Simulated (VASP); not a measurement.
# TiRh3 (Pm-3m) in VASP: single point with LDA

Aim: the single point of TiRh3 with LDA.

Everything below comes from runs of VASP 6.6.1. Logs are shortened: lines on timing, memory, paths and dates and some standing lists are left out, and cuts for length are marked.

## (1) The cell of the first run

It takes space group Pm-3m (No. 221, cubic). The conventional cell has a = 3.822 Å, b = 3.822 Å, c = 3.822 Å, α = 90.00°, β = 90.00°, γ = 90.00°. Within 3.6 Å of Ti (site symmetry m-3m) lie 12 Rh at 2.70 Å. Within 3.6 Å of Rh (site symmetry 4/mmm) lie 4 Ti at 2.70 Å and 8 Rh at 2.70 Å.

## (2) Single point, LDA

INCAR reads:

```
SYSTEM = TiRh3
ALGO = Normal
EDIFF = 1E-6
ENCUT = 520
GGA = CA
ISIF = 2
ISMEAR = -1
LASPH = .True.
LCHARG = .False.
LREAL = .False.
LWAVE = .False.
NBANDS = 36
NELM = 60
PREC = Accurate
SIGMA = 0.1
```

KPOINTS reads:

```
k-points
0
Gamma
  6 6 6
  0 0 0
```

POSCAR reads:

```
TiRh3
1.0
    3.8220000000      0.0000000000      0.0000000000
    0.0000000000      3.8220000000      0.0000000000
    0.0000000000      0.0000000000      3.8220000000
Ti Rh
1 3
Direct
    0.0000000000      0.0000000000      0.0000000000
    0.0000000000      0.5000000000      0.5000000000
    0.5000000000      0.0000000000      0.5000000000
    0.5000000000      0.5000000000      0.0000000000
```

Potentials or basis: VASP PAW LDA potentials, release 64 (Ti_sv, Rh_pv).

Command:

```console
$ cat potpaw_LDA.64/Ti_sv/POTCAR potpaw_LDA.64/Rh_pv/POTCAR > POTCAR
$ mpirun -np 1 vasp_std > vasp.out
```

OUTCAR:

```text
SYSTEM = TiRh3
   EDIFF = 1E-6
   ENCUT = 520
   GGA = CA
   ISIF = 2
   ISMEAR = -1
   LASPH = .True.
   LREAL = .False.
   NELM = 60
   PREC = Accurate

 ion  position               nearest neighbor table
   1  0.000  0.000  0.000-   2 2.70   3 2.70   4 2.70   2 2.70   3 2.70   2 2.70   4 2.70   2 2.70
                             3 2.70   4 2.70   3 2.70   4 2.70
   2  0.000  0.500  0.500-   1 2.70   3 2.70   4 2.70   1 2.70   4 2.70   1 2.70   3 2.70   1 2.70
                             3 2.70   4 2.70   4 2.70   3 2.70
   3  0.500  0.000  0.500-   1 2.70   2 2.70   4 2.70   1 2.70   4 2.70   2 2.70   4 2.70   4 2.70
                             1 2.70   2 2.70   1 2.70   2 2.70
   4  0.500  0.500  0.000-   1 2.70   2 2.70   3 2.70   2 2.70   3 2.70   1 2.70   3 2.70   3 2.70
                             1 2.70   2 2.70   2 2.70   1 2.70

  LATTYP: Found a simple cubic cell.
 ALAT       =     3.8220000000

  Lattice vectors:

 A1 = (   3.8220000000,   0.0000000000,   0.0000000000)
 A2 = (   0.0000000000,   3.8220000000,   0.0000000000)
 A3 = (   0.0000000000,   0.0000000000,   3.8220000000)

Analysis of symmetry for initial positions (statically):
=====================================================================
 Subroutine PRICEL returns:
 Original cell was already a primitive cell.

 Routine SETGRP: Setting up the symmetry group for a
 simple cubic supercell.

 Subroutine GETGRP returns: Found 48 space group operations
 (whereof 48 operations were pure point group operations)
 out of a pool of 48 trial point group operations.

The static configuration has the point symmetry O_h .

Analysis of symmetry for dynamics (positions and initial velocities):
=====================================================================
 Subroutine PRICEL returns:
 Original cell was already a primitive cell.

 Routine SETGRP: Setting up the symmetry group for a
 simple cubic supercell.

 Subroutine GETGRP returns: Found 48 space group operations
 (whereof 48 operations were pure point group operations)
 out of a pool of 48 trial point group operations.

The dynamic configuration has the point symmetry O_h .

 Subroutine INISYM returns: Found 48 space group operations
 (whereof 48 operations are pure point group operations),
 and found     1 'primitive' translations

----------------------------------------------------------------------------------------

                                     Primitive cell

  volume of cell :      55.8306

  direct lattice vectors                    reciprocal lattice vectors
     3.822000000  0.000000000  0.000000000     0.261643119  0.000000000  0.000000000
     0.000000000  3.822000000  0.000000000     0.000000000  0.261643119  0.000000000
     0.000000000  0.000000000  3.822000000     0.000000000  0.000000000  0.261643119

  length of vectors
     3.822000000  3.822000000  3.822000000     0.261643119  0.261643119  0.261643119

  position of ions in fractional coordinates (direct lattice)
     0.000000000  0.000000000  0.000000000
     0.000000000  0.500000000  0.500000000
     0.500000000  0.000000000  0.500000000
     0.500000000  0.500000000  0.000000000

  ion indices of the primitive-cell ions
   primitive index   ion index
                 1           1
                 2           2
                 3           3
                 4           4

----------------------------------------------------------------------------------------

 KPOINTS: k-points

Automatic generation of k-mesh.
 Grid dimensions read from file:
 generate k-points for:    6    6    6

 Generating k-lattice:

  Cartesian coordinates                     Fractional coordinates (reciprocal lattice)
     0.043607186  0.000000000  0.000000000     0.166666667  0.000000000  0.000000000
     0.000000000  0.043607186  0.000000000     0.000000000  0.166666667  0.000000000
     0.000000000  0.000000000  0.043607186     0.000000000  0.000000000  0.166666667

  Length of vectors
     0.043607186  0.043607186  0.043607186

  Shift w.r.t. Gamma in fractional coordinates (k-lattice)
     0.000000000  0.000000000  0.000000000

 Subroutine IBZKPT returns following result:
 ===========================================

 Found     20 irreducible k-points:

 Following reciprocal coordinates:
            Coordinates               Weight
  0.000000  0.000000  0.000000      1.000000
  0.166667  0.000000  0.000000      6.000000
  0.333333  0.000000  0.000000      6.000000
  0.500000  0.000000  0.000000      3.000000
  0.166667  0.166667  0.000000     12.000000
  0.333333  0.166667  0.000000     24.000000
[... 12 lines left out ...]
  0.500000  0.500000  0.333333      6.000000
  0.500000  0.500000  0.500000      1.000000
   k-points           NKPTS =     20   k-points in BZ     NKDIM =     20   number of bands    NBANDS=     36
   number of dos      NEDOS =    301   number of ions     NIONS =      4
   total plane-waves  NPLWV =  21952
   dimension x,y,z NGX =    28 NGY =   28 NGZ =   28
   dimension x,y,z NGXF=    56 NGYF=   56 NGZF=   56
   ions per type =               1   3
   NGX,Y,Z   is equivalent  to a cutoff of  12.18, 12.18, 12.18 a.u.
   NGXF,Y,Z  is equivalent  to a cutoff of  24.36, 24.36, 24.36 a.u.
 SYSTEM =  TiRh3
   PREC   = accura    normal or accurate (medium, high low for compatibility)
   ISTART =      0    job   : 0-new  1-cont  2-samecut
   ICHARG =      2    charge: 1-file 2-atom 10-const
   ISPIN  =      1    spin polarized calculation?
   LNONCOLLINEAR =      F non collinear calculations
   LSORBIT =      F    spin-orbit coupling
   LASPH  =      T    aspherical Exc in radial PAW
   ENCUT  =  520.0 eV  38.22 Ry    6.18 a.u.   7.11  7.11  7.11*2*pi/ulx,y,z
   NELM   =     60;   NELMIN=  2; NELMDL= -5     # of ELM steps
   EDIFF  = 0.1E-05   stopping-criterion for ELM
   LREAL  =      F    real-space projection
   EDIFFG = 0.1E-04   stopping-criterion for IOM
   NSW    =      0    number of steps for IOM
   IBRION =     -1    ionic relax: 0-MD 1-quasi-New 2-CG
   NFREE  =      0    steps in history (QN), initial steepest desc. (CG)
   ISIF   =      2    stress and relaxation
   ISYM   =      2    0-nonsym 1-usesym 2-fastsym
   POTIM  = 0.5000    time-step for ionic-motion
   TEBEG  =    0.0;   TEEND  =   0.0 temperature during run
   PSTRESS=    0.0 pullay stress
   NELECT =      57.0000    total number of electrons
   NUPDOWN=      -1.0000    fix difference up-down
   EMIN   =  10.00;   EMAX   =-10.00  energy-range for DOS
   EFERMI =   0.00;   METHOD = LEGACY
   ISMEAR =    -1;   SIGMA  =   0.10  broadening in eV -4-tet -1-fermi 0-gaus
   EFERMI_NEDOS =   21; number of points for ismear=-14 and -15
   IALGO  =     38    algorithm
   IMIX   =      4    mixing-type and parameters
     AMIX     =   0.40;   BMIX     =  1.00
     AMIX_MAG =   1.60;   BMIX_MAG =  1.00
  volume/ion in A,a.u.               =      13.96        94.19
  Fermi-wavevector in a.u.,A,eV,Ry     =   1.648450  3.115119 36.972298  2.717387
  Thomas-Fermi vector in A             =   2.737737
   LORBIT       =      0    0 simple, 1 ext, 2 COOP (PROOUT), +10 PAW based schemes
   GGA     = CA    functional components
   LHFCALC =     F    Hartree Fock is set to
   AEXX    =    0.0000 exact exchange contribution
   IVDW    =     0    specifies the selected vdW correction
   LEPSILON=     F    determine dielectric tensor
   LRPA    =     F    only Hartree local field effects (RPA)
 non-spin polarized calculation
  energy-cutoff  :      520.00
  volume of cell :       55.83
 maximum number of plane-waves:      1518
   NGX = 15   NGY = 15   NGZ = 15

 number of electron      57.0000050 magnetization

 Free energy of the ion-electron system (eV)
  ---------------------------------------------------
  ext. energy  EPLUGINS =         0.00000000
  ---------------------------------------------------
  free energy    TOTEN  =       -37.19629964 eV

  energy without entropy =      -37.07662503  energy(sigma->0) =      -37.13646233

 E-fermi :  11.0358     XC(G=0): -13.9110

 val. band max:       11.0273211922   @ k =   0.3333   0.1667   0.1667
 cond. band min:      11.0656591782   @ k =   0.3333   0.0000   0.0000
 fundamental gap:      0.0383379861
 Fermi energy:        11.0358147427

 k-point     1 :       0.0000    0.0000    0.0000
  band No.  band energies     occupation
      1     -45.2371      2.00000
      2     -35.3092      2.00000
      3     -35.3092      2.00000
      4     -35.3092      2.00000
      5     -35.0134      2.00000
      6     -35.0134      2.00000
[... 28 lines left out ...]
     35      14.6261      0.00000
     36      14.6261      0.00000

 k-point     2 :       0.1667    0.0000    0.0000
  band No.  band energies     occupation
      1     -45.2373      2.00000
      2     -35.2908      2.00000
      3     -35.2908      2.00000
      4     -35.2785      2.00000
      5     -35.0192      2.00000
      6     -35.0192      2.00000
[... 28 lines left out ...]
     35      14.3154      0.00000
     36      16.4101      0.00000

 k-point     3 :       0.3333    0.0000    0.0000
  band No.  band energies     occupation
      1     -45.2379      2.00000
      2     -35.2467      2.00000
      3     -35.2467      2.00000
      4     -35.1941      2.00000
      5     -35.0384      2.00000
      6     -35.0384      2.00000
[... 28 lines left out ...]
     35      14.2970      0.00000
     36      18.6898      0.00000

 k-point     4 :       0.5000    0.0000    0.0000
  band No.  band energies     occupation
      1     -45.2382      2.00000
      2     -35.2176      2.00000
      3     -35.2176      2.00000
      4     -35.0948      2.00000
      5     -35.0554      2.00000
      6     -35.0554      2.00000
[... 28 lines left out ...]
     35      14.2888      0.00000
     36      20.8084      0.00000

 k-point     5 :       0.1667    0.1667    0.0000
  band No.  band energies     occupation
      1     -45.2375      2.00000
      2     -35.2981      2.00000
      3     -35.2721      2.00000
      4     -35.2304      2.00000
      5     -35.0523      2.00000
      6     -35.0234      2.00000
[... 499 lines left out ...]
 k-point    18 :       0.5000    0.3333    0.3333
  band No.  band energies     occupation
      1     -45.2355      2.00000
      2     -35.3941      2.00000
      3     -35.2432      2.00000
      4     -35.2374      2.00000
      5     -35.2128      2.00000
      6     -34.9408      2.00000
[... 28 lines left out ...]
     35      13.7612      0.00000
     36      15.4902      0.00000

 k-point    19 :       0.5000    0.5000    0.3333
  band No.  band energies     occupation
      1     -45.2349      2.00000
      2     -35.4217      2.00000
      3     -35.2686      2.00000
      4     -35.2424      2.00000
      5     -35.2424      2.00000
      6     -34.8801      2.00000
[... 28 lines left out ...]
     35      13.6008      0.00000
     36      14.5334      0.00000

 k-point    20 :       0.5000    0.5000    0.5000
  band No.  band energies     occupation
      1     -45.2341      2.00000
      2     -35.4573      2.00000
      3     -35.2712      2.00000
      4     -35.2712      2.00000
      5     -35.2712      2.00000
      6     -34.8493      2.00000
[... 28 lines left out ...]
     35      13.5357      0.00000
     36      13.7979      0.00000

------------------------ aborting loop because EDIFF is reached ----------------------------------------

  FORCE on cell =-STRESS in cart. coord.  units (eV):
  Direction    XX          YY          ZZ          XY          YZ          ZX
  --------------------------------------------------------------------------------------
  -------------------------------------------------------------------------------------
  Total       -3.2557209     -3.2557209     -3.2557209      0.0000000      0.0000000     -0.0000000
  in kB      -93.4298599    -93.4298599    -93.4298599      0.0000000      0.0000000     -0.0000000
  external PRESSURE =     -93.4298599 kB  Pullay stress =       0.0000000 kB

 VOLUME and BASIS-vectors are now :
 -----------------------------------------------------------------------------
  energy-cutoff  :      520.00
  volume of cell :       55.83
      direct lattice vectors                 reciprocal lattice vectors
     3.822000000  0.000000000  0.000000000     0.261643119  0.000000000  0.000000000
     0.000000000  3.822000000  0.000000000     0.000000000  0.261643119  0.000000000
     0.000000000  0.000000000  3.822000000     0.000000000  0.000000000  0.261643119

 POSITION                                       TOTAL-FORCE (eV/Angst)
 -----------------------------------------------------------------------------------
      0.00000      0.00000      0.00000         0.000000      0.000000      0.000000
      0.00000      1.91100      1.91100         0.000000      0.000000      0.000000
      1.91100      0.00000      1.91100         0.000000      0.000000      0.000000
      1.91100      1.91100      0.00000         0.000000      0.000000      0.000000
 -----------------------------------------------------------------------------------
    total drift:                                0.000000      0.000000      0.000000

  FREE ENERGIE OF THE ION-ELECTRON SYSTEM (eV)
  ---------------------------------------------------
  free  energy   TOTEN  =       -37.1962996365 eV

  energy  without entropy=      -37.0766250259  energy(sigma->0) =      -37.13646233
```

It took 55 s on 1 thread of Intel Xeon 8259CL, shared host; peak memory 0.16 GiB.

What came out:

| Item | Value |
| --- | --- |
| Free energy | -37.1963 eV |
| Pressure | -9.3 GPa |
| Band gap on the k mesh | zero (an odd number of electrons rules out a gap without spin polarisation) |

Caveat: the cell stands under tension.
